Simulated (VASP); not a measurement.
Input of a VASP 6.6.1 run:

INCAR

```
PREC     = Accurate       # precision mode
ENCUT    = 600            # plane-wave cutoff, eV
EDIFF    = 1E-6           # SCF threshold, eV
ISMEAR   = -1             # smearing method
SIGMA    = 0.08           # smearing width, eV
LREAL    = F              # projectors in reciprocal space
LASPH    = T              # aspherical terms in the spheres
NELM     = 60             # most SCF steps
ALGO     = Normal         # electronic algorithm
ISIF     = 3              # what is computed and relaxed
LWAVE    = F              # write WAVECAR
LCHARG   = F              # write CHGCAR
GGA      = PE             # functional
IBRION   = 2              # ionic algorithm
NSW      = 32             # ionic steps
EDIFFG   = -0.005         # ionic threshold
PSTRESS  = 4800.0
```

KPOINTS

```
regular mesh
0
Gamma
  10 10 14
```

Contents of POSCAR:

```
Ta
1.0
    3.8309395330      0.0000000000      0.0000000000
   -1.9154697665      3.3176909560      0.0000000000
    0.0000000000      0.0000000000      2.2111762058
Ta
3
Direct
    0.0000000000      0.0000000000      0.0000000000
    0.3333333333      0.6666666667      0.5000000000
    0.6666666667      0.3333333333      0.5000000000
```

Potentials or basis: VASP PAW PBE potentials, release 64 (Ta_pv).

Launch:

```sh
$ cat potpaw_PBE.64/Ta_pv/POTCAR > POTCAR
$ mpirun -np 1 vasp_std > vasp.out
```

(1) Predict the relaxed cell.

(2) Predict the space group after relaxing (to 0.1 Å).

(3) Estimate the band gap on the k mesh.

(4) What does it give for the relaxed volume?

Answers

(1) a = 3.840 Å, b = 3.840 Å, c = 2.216 Å, α = 90.00°, β = 90.00°, γ = 120.00°.

(2) P6/mmm (No. 191).

(3) zero (an odd number of electrons rules out a gap without spin polarisation).

(4) 9.43 Å³/atom.

Caveat: the cell is relaxed towards a set pressure, so the run minimises the enthalpy, not the energy; spin-orbit coupling is left out, which moves the levels of the heavy elements.
